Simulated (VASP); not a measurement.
# Re in VASP: a series of runs

Runs on Re. Level: PBE. Tasks: single point.

Everything below comes from runs of VASP 6.6.1. Logs are shortened: lines on timing, memory, paths and dates and some standing lists are left out, and cuts for length are marked.

**1. The cell of the first run**

Symmetry: Fm-3m, No. 225, cubic system. The conventional cell has a = 3.950 Å, b = 3.950 Å, c = 3.950 Å, α = 90.00°, β = 90.00°, γ = 90.00°. Within 3.7 Å of Re (site symmetry m-3m) lie 12 Re at 2.79 Å.

**2. Single point, PBE, non-collinear spin, zero start, spin-orbit coupling**

INCAR

```
ALGO = Normal
EDIFF = 1E-6
ENCUT = 520
GGA = PE
GGA_COMPAT = False
ISIF = 2
ISMEAR = -1
LASPH = True
LCHARG = False
LMAXMIX = 4
LORBIT = 11
LORBMOM = True
LREAL = False
LSORBIT = True
LWAVE = False
MAGMOM = 0 0 0
NBANDS = 18
NELM = 150
PREC = Accurate
SIGMA = 0.03
```

KPOINTS

```
k-points
0
Gamma
  14 14 14
```

POSCAR

```
Re
1.0
    0.0000000000      1.9750000000      1.9750000000
    1.9750000000      0.0000000000      1.9750000000
    1.9750000000      1.9750000000      0.0000000000
Re
1
Direct
    0.0000000000      0.0000000000      0.0000000000
```

Potentials or basis: VASP PAW PBE potentials, release 64 (Re).

The run is started by

```bash
cat potpaw_PBE.64/Re/POTCAR > POTCAR
mpirun -np 1 vasp_ncl > vasp.out
```

OUTCAR:

```text
EDIFF = 1E-6
   ENCUT = 520
   GGA = PE
   ISIF = 2
   ISMEAR = -1
   LASPH = True
   LORBIT = 11
   LREAL = False
   LSORBIT = True
   NELM = 150
   PREC = Accurate

 ion  position               nearest neighbor table
   1  0.000  0.000  0.000-

  LATTYP: Found a face centered cubic cell.
 ALAT       =     3.9500000000

  Lattice vectors:

 A1 = (   0.0000000000,   1.9750000000,   1.9750000000)
 A2 = (   1.9750000000,   0.0000000000,   1.9750000000)
 A3 = (   1.9750000000,   1.9750000000,   0.0000000000)

Analysis of symmetry for initial positions (statically):
=====================================================================
 Subroutine PRICEL returns:
 Original cell was already a primitive cell.

 Routine SETGRP: Setting up the symmetry group for a
 face centered cubic supercell.

 Subroutine GETGRP returns: Found 48 space group operations
 (whereof 48 operations were pure point group operations)
 out of a pool of 48 trial point group operations.

The static configuration has the point symmetry O_h .

Analysis of symmetry for dynamics (positions and initial velocities):
=====================================================================
 Subroutine PRICEL returns:
 Original cell was already a primitive cell.

 Routine SETGRP: Setting up the symmetry group for a
 face centered cubic supercell.

 Subroutine GETGRP returns: Found 48 space group operations
 (whereof 48 operations were pure point group operations)
 out of a pool of 48 trial point group operations.

The dynamic configuration has the point symmetry O_h .

Analysis of structural, dynamic, and magnetic symmetry:
=====================================================================
 Subroutine PRICEL returns:
 Original cell was already a primitive cell.

 Routine SETGRP: Setting up the symmetry group for a
 face centered cubic supercell.

 Subroutine GETGRP returns: Found 48 space group operations
 (whereof 48 operations were pure point group operations)
 out of a pool of 48 trial point group operations.

The overall configuration has the point symmetry O_h .

 Subroutine INISYM returns: Found 48 space group operations
 (whereof 48 operations are pure point group operations),
 and found     1 'primitive' translations

----------------------------------------------------------------------------------------

                                     Primitive cell

  volume of cell :      15.4075

  direct lattice vectors                    reciprocal lattice vectors
     0.000000000  1.975000000  1.975000000    -0.253164557  0.253164557  0.253164557
     1.975000000  0.000000000  1.975000000     0.253164557 -0.253164557  0.253164557
     1.975000000  1.975000000  0.000000000     0.253164557  0.253164557 -0.253164557

  length of vectors
     2.793071786  2.793071786  2.793071786     0.438493875  0.438493875  0.438493875

  position of ions in fractional coordinates (direct lattice)
     0.000000000  0.000000000  0.000000000

  ion indices of the primitive-cell ions
   primitive index   ion index
                 1           1

----------------------------------------------------------------------------------------

 KPOINTS: k-points

Automatic generation of k-mesh.
 Grid dimensions read from file:
 generate k-points for:   14   14   14

 Generating k-lattice:

  Cartesian coordinates                     Fractional coordinates (reciprocal lattice)
    -0.018083183  0.018083183  0.018083183     0.071428571  0.000000000  0.000000000
     0.018083183 -0.018083183  0.018083183     0.000000000  0.071428571  0.000000000
     0.018083183  0.018083183 -0.018083183     0.000000000  0.000000000  0.071428571

  Length of vectors
     0.031320991  0.031320991  0.031320991

  Shift w.r.t. Gamma in fractional coordinates (k-lattice)
[... 47 lines left out ...]
   LNONCOLLINEAR =      T non collinear calculations
   LSORBIT =      T    spin-orbit coupling
   LASPH  =      T    aspherical Exc in radial PAW
   ENCUT  =  520.0 eV  38.22 Ry    6.18 a.u.   5.19  5.19  5.19*2*pi/ulx,y,z
   NELM   =    150;   NELMIN=  2; NELMDL= -5     # of ELM steps
   EDIFF  = 0.1E-05   stopping-criterion for ELM
   LREAL  =      F    real-space projection
   EDIFFG = 0.1E-04   stopping-criterion for IOM
   NSW    =      0    number of steps for IOM
   IBRION =     -1    ionic relax: 0-MD 1-quasi-New 2-CG
   NFREE  =      0    steps in history (QN), initial steepest desc. (CG)
   ISIF   =      2    stress and relaxation
   ISYM   =      2    0-nonsym 1-usesym 2-fastsym
   POTIM  = 0.5000    time-step for ionic-motion
   TEBEG  =    0.0;   TEEND  =   0.0 temperature during run
   PSTRESS=    0.0 pullay stress
   NELECT =       7.0000    total number of electrons
   NUPDOWN=      -1.0000    fix difference up-down
   EMIN   =  10.00;   EMAX   =-10.00  energy-range for DOS
   EFERMI =   0.00;   METHOD = LEGACY
   ISMEAR =    -1;   SIGMA  =   0.03  broadening in eV -4-tet -1-fermi 0-gaus
   EFERMI_NEDOS =   21; number of points for ismear=-14 and -15
   IALGO  =     38    algorithm
   IMIX   =      4    mixing-type and parameters
     AMIX     =   0.40;   BMIX     =  1.00
     AMIX_MAG =   1.60;   BMIX_MAG =  1.00
  volume/ion in A,a.u.               =      15.41       103.97
  Fermi-wavevector in a.u.,A,eV,Ry     =   1.258531  2.378278 21.550255  1.583899
  Thomas-Fermi vector in A             =   2.392135
   LORBIT       =     11    0 simple, 1 ext, 2 COOP (PROOUT), +10 PAW based schemes
   GGA     = PE    functional components
   LHFCALC =     F    Hartree Fock is set to
   AEXX    =    0.0000 exact exchange contribution
   IVDW    =     0    specifies the selected vdW correction
   LEPSILON=     F    determine dielectric tensor
   LRPA    =     F    only Hartree local field effects (RPA)
  energy-cutoff  :      520.00
  volume of cell :       15.41
 maximum number of plane-waves:       856
 NGX is ok and might be reduce to    24
   NGX = 11   NGY = 11   NGZ = 11

 number of electron       7.0000000 magnetization       0.0000000      0.0000000      0.0000000

 number of electron       7.0000000 magnetization      -0.0000000      0.0000000     -0.0000000

 number of electron       7.0000000 magnetization       0.0000000     -0.0000000      0.0000000

 Free energy of the ion-electron system (eV)
  ---------------------------------------------------
  ext. energy  EPLUGINS =         0.00000000
  ---------------------------------------------------
  free energy    TOTEN  =       -12.67216261 eV

  energy without entropy =      -12.66899727  energy(sigma->0) =      -12.67057994

 E-fermi :   7.5959     XC(G=0): -13.4758

 val. band max:        7.5603427685   @ k =  -0.3571   0.2857   0.0714
 cond. band min:       7.5963997352   @ k =   0.2143   0.2143   0.0000
 fundamental gap:      0.0360569667
 Fermi energy:         7.5959434763

 k-point     1 :       0.0000    0.0000    0.0000
  band No.  band energies     occupation
      1      -2.2146      1.00000
      2      -2.2146      1.00000
      3       5.5564      1.00000
      4       5.5564      1.00000
      5       5.5564      1.00000
      6       5.5564      1.00000
[... 481 lines left out ...]
      5       5.9077      1.00000
      6       5.9077      1.00000
[... 10 lines left out ...]
     17      27.5431      0.00000
     18      27.5434      0.00000

 [... further k-points ...]

------------------------ aborting loop because EDIFF is reached ----------------------------------------

  FORCE on cell =-STRESS in cart. coord.  units (eV):
  Direction    XX          YY          ZZ          XY          YZ          ZX
  --------------------------------------------------------------------------------------
  -------------------------------------------------------------------------------------
  Total       -0.8726325     -0.8726325     -0.8726325      0.0000000     -0.0000000      0.0000000
  in kB      -90.7424829    -90.7424829    -90.7424829      0.0000000     -0.0000000      0.0000000
  external PRESSURE =     -90.7424829 kB  Pullay stress =       0.0000000 kB

 VOLUME and BASIS-vectors are now :
 -----------------------------------------------------------------------------
  energy-cutoff  :      520.00
  volume of cell :       15.41
      direct lattice vectors                 reciprocal lattice vectors
     0.000000000  1.975000000  1.975000000    -0.253164557  0.253164557  0.253164557
     1.975000000  0.000000000  1.975000000     0.253164557 -0.253164557  0.253164557
     1.975000000  1.975000000  0.000000000     0.253164557  0.253164557 -0.253164557

 POSITION                                       TOTAL-FORCE (eV/Angst)
 -----------------------------------------------------------------------------------
      0.00000      0.00000      0.00000         0.000000      0.000000      0.000000
 -----------------------------------------------------------------------------------
    total drift:                               -0.000000      0.000000     -0.000000

  FREE ENERGIE OF THE ION-ELECTRON SYSTEM (eV)
  ---------------------------------------------------
  free  energy   TOTEN  =       -12.6721626106 eV

  energy  without entropy=      -12.6689972717  energy(sigma->0) =      -12.67057994

 orbital moment (x)

 # of ion     p       d       tot
 ----------------------------------------
  1         0.000  -0.000  -0.000
 ----------------------------------------
            0.000  -0.000  -0.000

 orbital moment (y)

 # of ion     p       d       tot
 ----------------------------------------
  1         0.000  -0.000  -0.000
 ----------------------------------------
            0.000  -0.000  -0.000

 orbital moment (z)

 # of ion     p       d       tot
 ----------------------------------------
  1         0.000   0.000   0.000
 ----------------------------------------
            0.000   0.000   0.000

 Spin-Orbit-Coupling matrix elements

 Ion:    1  E_soc:     -0.6625713
 l=   1
     0.0000000    -0.0404658    -0.0404658
    -0.0404658     0.0000000    -0.0404658
    -0.0404658    -0.0404658     0.0000000
 l=   2
     0.0000000    -0.0133445     0.0000000    -0.0133445    -0.0566182
    -0.0133445     0.0000000    -0.0424636    -0.0133445    -0.0141545
     0.0000000    -0.0424636     0.0000000    -0.0424636     0.0000000
    -0.0133445    -0.0133445    -0.0424636     0.0000000    -0.0141545
    -0.0566182    -0.0141545     0.0000000    -0.0141545     0.0000000
 l=   3
     0.0000000     0.0000000     0.0000000     0.0000000     0.0000000     0.0000000     0.0000000
     0.0000000     0.0000000     0.0000000     0.0000000     0.0000000     0.0000000     0.0000000
     0.0000000     0.0000000     0.0000000     0.0000000     0.0000000     0.0000000     0.0000000
     0.0000000     0.0000000     0.0000000     0.0000000     0.0000000     0.0000000     0.0000000
     0.0000000     0.0000000     0.0000000     0.0000000     0.0000000     0.0000000     0.0000000
     0.0000000     0.0000000     0.0000000     0.0000000     0.0000000     0.0000000     0.0000000
     0.0000000     0.0000000     0.0000000     0.0000000     0.0000000     0.0000000     0.0000000

 total charge

# of ion       s       p       d       tot
------------------------------------------
    1        0.600   0.652   4.722   5.974

 magnetization (x)

# of ion       s       p       d       tot
------------------------------------------
    1        0.000  -0.000  -0.000  -0.000

 magnetization (y)

# of ion       s       p       d       tot
------------------------------------------
    1        0.000  -0.000   0.000   0.000

 magnetization (z)

# of ion       s       p       d       tot
------------------------------------------
    1       -0.000  -0.000   0.000   0.000
```

Wall time 40 s (1 thread of Intel Xeon Platinum 8559C (Emerald Rapids), shared host); peak memory 0.22 GiB.

What came out:

```
Free energy                                           : -12.6722 eV
Pressure                                              : -9.1 GPa
Net moment                                            : 0.00 μB per cell
Valence electrons inside the program's atomic spheres : Re 5.97
```

Moments on the atoms (μB; x, y, z):
```
Re  0.00 0.00 0.00
```

(Part 1 of 2 ends here.)
